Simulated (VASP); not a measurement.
Here is a VASP 6.6.1 calculation.

The input POSCAR:

```
Ba2SeS
1.0
    2.2627171842      1.3063803754      7.3953370093
   -2.2627171842      1.3063803754      7.3953370093
    0.0000000000     -2.6127607508      7.3953370093
S Se Ba
1 1 2
Direct
    1.0000000000      0.0000000000      0.0000000000
    0.5000000000      0.5000000000      0.5000000000
    0.2526674855      0.2526674855      0.2526674855
    0.7473325145      0.7473325145      0.7473325145
```

The input INCAR.step1:

```
SYSTEM = Ba2SeS
PREC = Accurate
ENCUT = 520
ISMEAR = 0
SIGMA = 0.01
LREAL = .FALSE.
LASPH = .TRUE.
NELM = 100
NBANDS = 24
GGA = PE
ALGO = Normal
EDIFF = 1E-4
LWAVE = .TRUE.
LCHARG = .FALSE.
```

File INCAR.step2:

```
SYSTEM = Ba2SeS
PREC = Accurate
ENCUT = 520
EDIFF = 1E-6
ISMEAR = 0
SIGMA = 0.01
LREAL = .FALSE.
LASPH = .TRUE.
NELM = 100
ALGO = Normal
ISIF = 2
LWAVE = .FALSE.
LCHARG = .TRUE.
METAGGA = R2SCAN
LMIXTAU = .TRUE.
LELF = .TRUE.
LVHAR = .TRUE.
NBANDS = 24
ISTART = 1
```

Contents of KPOINTS:

```
Automatic mesh
0
G
  6 6 6
  0 0 0
```

Potentials or basis: VASP PAW PBE potentials, release 64 (S, Se, Ba_sv).

Run with:

```console
$ cat potpaw_PBE.64/S/POTCAR potpaw_PBE.64/Se/POTCAR potpaw_PBE.64/Ba_sv/POTCAR > POTCAR
$ cp INCAR.step1 INCAR
$ mpirun -np 1 vasp_std > vasp.out
$ cp INCAR.step2 INCAR
$ mpirun -np 1 vasp_std > vasp.out
```

Question: What does it give for the largest force?

Answer: 0.023 eV/Å.

Question: Predict the pressure.

Answer: 3.6 GPa.

Question: Predict the band gap on the k mesh.

Answer: 2.24 eV (least direct gap 2.42 eV).

Forces on the atoms (eV/Å):
```
S    0.000  0.000  0.000
Se   0.000  0.000  0.000
Ba   0.000  0.000  0.023
Ba   0.000  0.000 -0.023
```

Caveat: the cell stands under pressure; the PAW data sets were made with another functional, which shifts forces and pressure a little; spin-orbit coupling is left out, which moves the levels of the heavy elements. A k mesh can miss the band edges.
